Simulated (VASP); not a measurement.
# AgCl (Fm-3m) in VASP: notebook

AgCl is run at these levels: LDA; tasks: single point, relaxation of cell and atoms.

All numbers are computed with VASP 6.6.1; they aren't measurements. Logs are shortened: lines on timing, memory, paths and dates and some standing lists are left out, and cuts for length are marked.

## Step 1: The cell of the first run

It takes space group Fm-3m (No. 225, cubic). The conventional cell has a = 5.329 Å, b = 5.329 Å, c = 5.329 Å, α = 90.00°, β = 90.00°, γ = 90.00°. Ag (site symmetry m-3m) has 6 Cl at 2.66 Å within 3.5 Å. Within 3.5 Å of Cl (site symmetry m-3m) lie 6 Ag at 2.66 Å.

## Step 2: Single point, LDA

Contents of INCAR:

```
PREC = Accurate
ENCUT = 520
EDIFF = 1E-7
ISMEAR = 0
SIGMA = 0.01
LREAL = F
LASPH = T
NELM = 80
ALGO = Normal
ISIF = 2
LWAVE = F
LCHARG = F
NBANDS = 16
```

Contents of KPOINTS:

```
regular mesh
0
Gamma
  10 10 10
```

Contents of POSCAR:

```
AgCl
1.0
    0.0000000000      2.6647323907      2.6647323907
    2.6647323907      0.0000000000      2.6647323907
    2.6647323907      2.6647323907      0.0000000000
Ag Cl
1 1
Direct
    0.5000000000      0.5000000000      0.5000000000
    0.0000000000      0.0000000000      0.0000000000
```

Potentials or basis: VASP PAW LDA potentials, release 64 (Ag, Cl).

Launch:

```bash
cat potpaw_LDA.64/Ag/POTCAR potpaw_LDA.64/Cl/POTCAR > POTCAR
mpirun -np 1 vasp_std > vasp.out
```

OUTCAR:

```text
PREC = Accurate
   ENCUT = 520
   EDIFF = 1E-7
   ISMEAR = 0
   LREAL = F
   LASPH = T
   NELM = 80
   ISIF = 2

 ion  position               nearest neighbor table
   1  0.500  0.500  0.500-   2 2.66   2 2.66   2 2.66   2 2.66   2 2.66   2 2.66
   2  0.000  0.000  0.000-   1 2.66   1 2.66   1 2.66   1 2.66   1 2.66   1 2.66

  LATTYP: Found a face centered cubic cell.
 ALAT       =     5.3294647814

  Lattice vectors:

 A1 = (   0.0000000000,   2.6647323907,   2.6647323907)
 A2 = (   2.6647323907,   0.0000000000,   2.6647323907)
 A3 = (   2.6647323907,   2.6647323907,   0.0000000000)

Analysis of symmetry for initial positions (statically):
=====================================================================
 Subroutine PRICEL returns:
 Original cell was already a primitive cell.

 Routine SETGRP: Setting up the symmetry group for a
 face centered cubic supercell.

 Subroutine GETGRP returns: Found 48 space group operations
 (whereof 48 operations were pure point group operations)
 out of a pool of 48 trial point group operations.

The static configuration has the point symmetry O_h .

Analysis of symmetry for dynamics (positions and initial velocities):
=====================================================================
 Subroutine PRICEL returns:
 Original cell was already a primitive cell.

 Routine SETGRP: Setting up the symmetry group for a
 face centered cubic supercell.

 Subroutine GETGRP returns: Found 48 space group operations
 (whereof 48 operations were pure point group operations)
 out of a pool of 48 trial point group operations.

The dynamic configuration has the point symmetry O_h .

 Subroutine INISYM returns: Found 48 space group operations
 (whereof 48 operations are pure point group operations),
 and found     1 'primitive' translations

----------------------------------------------------------------------------------------

                                     Primitive cell

  volume of cell :      37.8435

  direct lattice vectors                    reciprocal lattice vectors
     0.000000000  2.664732391  2.664732391    -0.187636103  0.187636103  0.187636103
     2.664732391  0.000000000  2.664732391     0.187636103 -0.187636103  0.187636103
     2.664732391  2.664732391  0.000000000     0.187636103  0.187636103 -0.187636103

  length of vectors
     3.768500687  3.768500687  3.768500687     0.324995263  0.324995263  0.324995263

[... 72 lines left out ...]
   ISTART =      0    job   : 0-new  1-cont  2-samecut
   ICHARG =      2    charge: 1-file 2-atom 10-const
   ISPIN  =      1    spin polarized calculation?
   LNONCOLLINEAR =      F non collinear calculations
   LSORBIT =      F    spin-orbit coupling
   LASPH  =      T    aspherical Exc in radial PAW
   ENCUT  =  520.0 eV  38.22 Ry    6.18 a.u.   7.01  7.01  7.01*2*pi/ulx,y,z
   NELM   =     80;   NELMIN=  2; NELMDL= -5     # of ELM steps
   EDIFF  = 0.1E-06   stopping-criterion for ELM
   LREAL  =      F    real-space projection
   EDIFFG = 0.1E-05   stopping-criterion for IOM
   NSW    =      0    number of steps for IOM
   IBRION =     -1    ionic relax: 0-MD 1-quasi-New 2-CG
   NFREE  =      0    steps in history (QN), initial steepest desc. (CG)
   ISIF   =      2    stress and relaxation
   ISYM   =      2    0-nonsym 1-usesym 2-fastsym
   POTIM  = 0.5000    time-step for ionic-motion
   TEBEG  =    0.0;   TEEND  =   0.0 temperature during run
   PSTRESS=    0.0 pullay stress
   NELECT =      18.0000    total number of electrons
   NUPDOWN=      -1.0000    fix difference up-down
   EMIN   =  10.00;   EMAX   =-10.00  energy-range for DOS
   EFERMI =   0.00;   METHOD = LEGACY
   ISMEAR =     0;   SIGMA  =   0.01  broadening in eV -4-tet -1-fermi 0-gaus
   EFERMI_NEDOS =   21; number of points for ismear=-14 and -15
   IALGO  =     38    algorithm
   IMIX   =      4    mixing-type and parameters
     AMIX     =   0.40;   BMIX     =  1.00
     AMIX_MAG =   1.60;   BMIX_MAG =  1.00
  volume/ion in A,a.u.               =      18.92       127.69
  Fermi-wavevector in a.u.,A,eV,Ry     =   1.277915  2.414910 22.219232  1.633067
  Thomas-Fermi vector in A             =   2.410488
   LORBIT       =      0    0 simple, 1 ext, 2 COOP (PROOUT), +10 PAW based schemes
   GGA     = CA    functional components
   LHFCALC =     F    Hartree Fock is set to
   AEXX    =    0.0000 exact exchange contribution
   IVDW    =     0    specifies the selected vdW correction
   LEPSILON=     F    determine dielectric tensor
   LRPA    =     F    only Hartree local field effects (RPA)
 non-spin polarized calculation
 Gauss-broadening in eV      SIGMA  =   0.01
  energy-cutoff  :      520.00
  volume of cell :       37.84
 maximum number of plane-waves:      1034
   NGX = 13   NGY = 13   NGZ = 13

 number of electron      17.9999999 magnetization

 Free energy of the ion-electron system (eV)
  ---------------------------------------------------
  ext. energy  EPLUGINS =         0.00000000
  ---------------------------------------------------
  free energy    TOTEN  =        -6.79113073 eV

  energy without entropy =       -6.79113073  energy(sigma->0) =       -6.79113073

 E-fermi :   5.2604     XC(G=0): -11.0521

 val. band max:        5.2177947980   @ k =   0.5000   0.0000   0.0000
 cond. band min:       5.8789613109   @ k =   0.0000   0.0000   0.0000
 fundamental gap:      0.6611665128
 Fermi energy:         5.2603653870

 k-point     1 :       0.0000    0.0000    0.0000
  band No.  band energies     occupation
      1     -10.7018      2.00000
      2       2.1370      2.00000
      3       2.1370      2.00000
      4       2.1370      2.00000
      5       2.1852      2.00000
      6       2.1852      2.00000
[... 433 lines left out ...]
      3       1.0259      2.00000
      4       1.1598      2.00000
      5       1.9780      2.00000
      6       2.5842      2.00000
[... 8 lines left out ...]
     15      20.3635      0.00000
     16      21.4674      0.00000

 [... further k-points ...]
[... 5 lines left out ...]
  --------------------------------------------------------------------------------------
  -------------------------------------------------------------------------------------
  Total        0.2422526      0.2422526      0.2422526      0.0000000     -0.0000000     -0.0000000
  in kB       10.2562416     10.2562416     10.2562416      0.0000000     -0.0000000     -0.0000000
  external PRESSURE =      10.2562416 kB  Pullay stress =       0.0000000 kB

 VOLUME and BASIS-vectors are now :
 -----------------------------------------------------------------------------
  energy-cutoff  :      520.00
  volume of cell :       37.84
      direct lattice vectors                 reciprocal lattice vectors
     0.000000000  2.664732391  2.664732391    -0.187636103  0.187636103  0.187636103
     2.664732391  0.000000000  2.664732391     0.187636103 -0.187636103  0.187636103
     2.664732391  2.664732391  0.000000000     0.187636103  0.187636103 -0.187636103

 POSITION                                       TOTAL-FORCE (eV/Angst)
 -----------------------------------------------------------------------------------
      2.66473      2.66473      2.66473        -0.000000     -0.000000     -0.000000
      0.00000      0.00000      0.00000         0.000000      0.000000      0.000000
 -----------------------------------------------------------------------------------
    total drift:                                0.000000      0.000000      0.000000

  FREE ENERGIE OF THE ION-ELECTRON SYSTEM (eV)
  ---------------------------------------------------
  free  energy   TOTEN  =        -6.7911307263 eV

  energy  without entropy=       -6.7911307263  energy(sigma->0) =       -6.79113073
```

stdout:

```text
POSCAR found type information on POSCAR AgCl
 POSCAR found :  2 types and       2 ions
 scaLAPACK will be used
 LDA part: xc-table for (Slater(with rela. corr.)+CA(PZ))
 , standard interpolation
 POSCAR, INCAR and KPOINTS ok, starting setup
 FFT: planning ... GRIDC
 FFT: planning ... GRID_SOFT
 FFT: planning ... GRID
 WAVECAR not read
 entering main loop
```

Run time: 9.2 s. Hardware: 1 thread of Intel Xeon 6975P-C (Granite Rapids), shared host; peak memory 0.15 GiB.

Results:

* Free energy: -6.7911 eV
* Pressure: 1.0 GPa
* Band gap on the k mesh: 0.66 eV, indirect (least direct gap 3.36 eV)

Levels at points of the mesh, in eV from the valence-band top:
```csv
k point,band 6,band 7,band 8,band 9,band 10,band 11,band 12,band 13
"(0.00, 0.00, 0.00)",-3.03,-2.82,-2.82,-2.82,0.66,10.70,10.70,10.70
"(0.50, 0.00, 0.00)",-2.57,-2.18,0.00,0.00,3.63,7.04,7.21,7.21
"(0.50, 0.50, 0.00)",-2.78,-2.41,-2.41,-2.22,1.91,7.70,8.80,11.86
```

## Step 3: Relaxation of cell and atoms, LDA, target pressure 1 GPa, at which the enthalpy is minimised

This run uses another cell than the first one, of 19.19 Å³/atom, 1.014 times its volume.

Contents of INCAR:

```
SYSTEM = AgCl
PREC     = Accurate       ! precision mode
ENCUT    = 600            ! plane-wave cutoff, eV
EDIFF    = 1E-7           ! SCF threshold, eV
ISMEAR   = 0              ! smearing method
SIGMA    = 0.01           ! smearing width, eV
LREAL    = .False.        ! projectors in reciprocal space
LASPH    = .True.         ! aspherical terms in the spheres
NELM     = 100            ! most SCF steps
ALGO     = Normal         ! electronic algorithm
ISIF     = 3              ! what is computed and relaxed
LWAVE    = .False.        ! write WAVECAR
LCHARG   = .False.        ! write CHGCAR
IBRION   = 2              ! ionic algorithm
NSW      = 80             ! ionic steps
EDIFFG   = -0.001         ! ionic threshold
PSTRESS  = 10.0
```

Contents of KPOINTS:

```
regular mesh
0
Gamma
  10 10 10
  0 0 0
```

Contents of POSCAR:

```
AgCl
1.0
    0.0000000000      2.6770646130      2.6770646130
    2.6770646130      0.0000000000      2.6770646130
    2.6770646130      2.6770646130      0.0000000000
Ag Cl
1 1
Direct
    0.5000000000      0.5000000000      0.5000000000
    0.0000000000      0.0000000000      0.0000000000
```

Potentials or basis: VASP PAW LDA potentials, release 64 (Ag, Cl).

Launch:

```bash
cat potpaw_LDA.64/Ag/POTCAR potpaw_LDA.64/Cl/POTCAR > POTCAR
mpirun -np 1 vasp_std > vasp.out
```

It took 22 s on 1 thread of Intel Xeon 6975P-C (Granite Rapids), shared host; peak memory 0.17 GiB.

The run converged. Its results:

| Quantity | Value |
| --- | --- |
| Free energy | -6.7914 eV |
| Relaxed volume | 18.94 Å³/atom |
| Relaxed cell | a = 3.769 Å, b = 3.769 Å, c = 3.769 Å, α = 60.00°, β = 60.00°, γ = 60.00° |
| Space group after relaxing (to 0.05 Å) | Fm-3m (No. 225) |
| Energy change on relaxing (the enthalpy is what falls) | +0.8 meV/atom |
| Ionic steps | 3 |
| Pressure after relaxing | 1.0 GPa |
| Band gap on the k mesh | 0.66 eV, indirect (least direct gap 3.36 eV) |

Step by step:
| step | energy change (eV) | largest force (eV/Å) | pressure (GPa) | volume (Å³) |
| --- | --- | --- | --- | --- |
| 1 | 0.0000 | 0.0000 | 0.05 | 38.37 |
| 2 | 0.0025 | 0.0000 | 1.26 | 37.74 |
| 3 | 0.0016 | 0.0000 | 1.00 | 37.87 |

Final structure:
```cif
data_structure
_symmetry_space_group_name_H-M 'P 1'
_symmetry_Int_Tables_number 1
_cell_length_a 3.7694
_cell_length_b 3.7694
_cell_length_c 3.7694
_cell_angle_alpha 60.000
_cell_angle_beta 60.000
_cell_angle_gamma 60.000
_cell_volume 37.87
loop_
_atom_site_label
_atom_site_type_symbol
_atom_site_fract_x
_atom_site_fract_y
_atom_site_fract_z
_atom_site_occupancy
Ag1 Ag 0.50000 0.50000 0.50000 1
Cl1 Cl 0.00000 0.00000 0.00000 1
```

Levels at points of the mesh, in eV from the valence-band top:
```csv
k point,band 7,band 8,band 9,band 10,band 11,band 12
"(0.00, 0.00, 0.00)",-2.81,-2.81,-2.81,0.66,10.71,10.71
"(0.50, 0.00, 0.00)",-2.18,0.00,0.00,3.63,7.04,7.21
"(0.50, 0.50, 0.00)",-2.41,-2.41,-2.22,1.91,7.70,8.80
```

Caveat: the cell is relaxed towards a set pressure, so the enthalpy falls and the energy may rise. Zero-point motion and thermal expansion aren't in these numbers.

## Step 4: Single point, LDA

This run uses another cell than the first one, of 21.33 Å³/atom, 1.127 times its volume.

Contents of INCAR:

```
SYSTEM = AgCl
PREC     = Accurate       ! precision mode
ENCUT    = 500            ! plane-wave cutoff, eV
EDIFF    = 1E-6           ! SCF threshold, eV
ISMEAR   = 0              ! smearing method
SIGMA    = 0.1            ! smearing width, eV
LREAL    = .FALSE.        ! projectors in reciprocal space
LASPH    = .TRUE.         ! aspherical terms in the spheres
NELM     = 120            ! most SCF steps
ALGO     = Normal         ! electronic algorithm
ISIF     = 2              ! what is computed and relaxed
LWAVE    = .FALSE.        ! write WAVECAR
LCHARG   = .TRUE.         ! write CHGCAR
GGA      = CA             ! functional
LELF     = .TRUE.         ! ELF
LVHAR    = .TRUE.       
NBANDS   = 16             ! bands
GGA_COMPAT= .FALSE.
```

Contents of KPOINTS:

```
Automatic mesh
0
G
  6 6 6
  0 0 0
```

Contents of POSCAR:

```
AgCl
1.0
    0.0000000000      2.7731500000      2.7731500000
    2.7731500000      0.0000000000      2.7731500000
    2.7731500000      2.7731500000      0.0000000000
Ag Cl
1 1
Direct
    0.5000000000      0.5000000000      0.5000000000
    0.0000000000      0.0000000000      0.0000000000
```

Launch:

```bash
cat potpaw_LDA.64/Ag/POTCAR potpaw_LDA.64/Cl/POTCAR > POTCAR
mpirun -np 1 vasp_std > vasp.out
```

Wall time 9.5 s (1 thread of Intel Xeon 6975P-C (Granite Rapids), shared host); peak memory 0.15 GiB.

Results (log left out):

- Free energy: -6.7114 eV
- Pressure: -5.6 GPa
- Band gap on the k mesh: 0.64 eV, indirect (least direct gap 2.94 eV)

Levels at points of the mesh, in eV from the valence-band top:
```csv
k point,band 7,band 8,band 9,band 10,band 11,band 12
"(0.00, 0.00, 0.00)",-2.30,-2.30,-2.30,0.64,10.74,10.74
"(0.50, 0.00, 0.00)",-1.82,0.00,0.00,3.97,6.34,7.45
"(0.50, 0.50, 0.00)",-2.02,-2.02,-1.94,2.12,7.85,8.38
```

A k mesh can miss the band edges.

## Step 5: The runs side by side

```csv
task,cell,k mesh,cutoff (eV),smearing,gap on the mesh (eV),pressure (GPa)
single point,"a = 3.769 Å, angles 60.0°, 2 atoms",10 × 10 × 10,520,gaussian 0.01 eV,0.66,1.0
relaxation of cell and atoms,"relaxed to 1 GPa from a = 3.786 Å, angles 60.0°, 2 atoms",10 × 10 × 10,600,gaussian 0.01 eV,0.66,1.0
single point,"a = 3.922 Å, angles 60.0°, 2 atoms",6 × 6 × 6,500,gaussian 0.1 eV,0.64,-5.6
```

Alike in all rows: level LDA; potentials or basis VASP PAW LDA potentials, release 64 (Ag, Cl); no spin polarisation.

Caveats: the cell is relaxed towards a set pressure, so the enthalpy falls and the energy may rise (some runs).

Total energies depend on the potentials used, so only differences within one code and one set of settings carry meaning.
